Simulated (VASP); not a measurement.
Runs of VASP 6.6.1 on Tl. The structure is that of space group Im-3m (No. 229), or close to it. The cells are those of the table. 

```csv
task,cell,cutoff (eV),gap on the mesh (eV),pressure (GPa)
single point,"a = 3.620 Å, angles 109.5°, 1 atom",520,none,-1.3
single point,"a = 3.575 Å, angles 109.5°, 1 atom",520,none,(a)
single point,"a = 3.432 Å, angles 109.5°, 1 atom",520,none,1.9
relaxation of cell and atoms,"relaxed from a = 3.315 Å, angles 109.5°, 1 atom",600,none,0.0
single point,"a = 3.665 Å, angles 109.5°, 1 atom",520,none,-1.7
```

Alike in all rows: level RPBE; potentials or basis VASP PAW PBE potentials, release 64 (Tl_d); no spin polarisation; k mesh 12 × 12 × 12; smearing fermi-dirac 0.1 eV.

Task: Estimate the missing entries.

Result: (a) -0.8.

Caveats: the PAW data sets were made with another functional, which shifts forces and pressure a little; spin-orbit coupling is left out, which moves the levels of the heavy elements.

A k mesh can miss the band edges, and the runs leave out spin-orbit coupling on Tl.

A gap of «none» marks levels without a gap at the run's occupations.
